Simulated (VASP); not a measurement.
Re, 1 atom in the cell. Symmetry: Fm-3m, No. 225, cubic system. The conventional cell has a = 3.937 Å, b = 3.937 Å, c = 3.937 Å, α = 90.00°, β = 90.00°, γ = 90.00°. Re (site symmetry m-3m) has 12 Re at 2.78 Å within 3.7 Å. This isn't the form of Re at room conditions, which is hcp.

```yaml
Program: VASP 6.6.1
Task: electric field gradients
Functional: LDA
Potentials_or_basis: VASP PAW LDA potentials, release 64 (Re)
Cutoff: 520 eV
k_mesh: 14 × 14 × 14
Occupations: fermi-dirac, width 0.03 eV
Spin: no spin polarisation
Dipole_correction: no
Further_INCAR_settings: ALGO = Normal; EDIFF = 1e-08; NBANDS = 10
```

Potentials or basis: VASP PAW LDA potentials, release 64 (Re).

Run with:

```sh
$ cat potpaw_LDA.64/Re/POTCAR > POTCAR
$ mpirun -np 1 vasp_std > vasp.out
```

Hardware: 1 thread of Intel Xeon 8259CL, with other jobs on the host.

**Question.** How long does it take, and how much memory?

**Answer.** Wall time 20 s on 1 thread of Intel Xeon 8259CL, on a shared host, peak memory 0.14 GiB. Counts: scf iterations 13, k points 104.
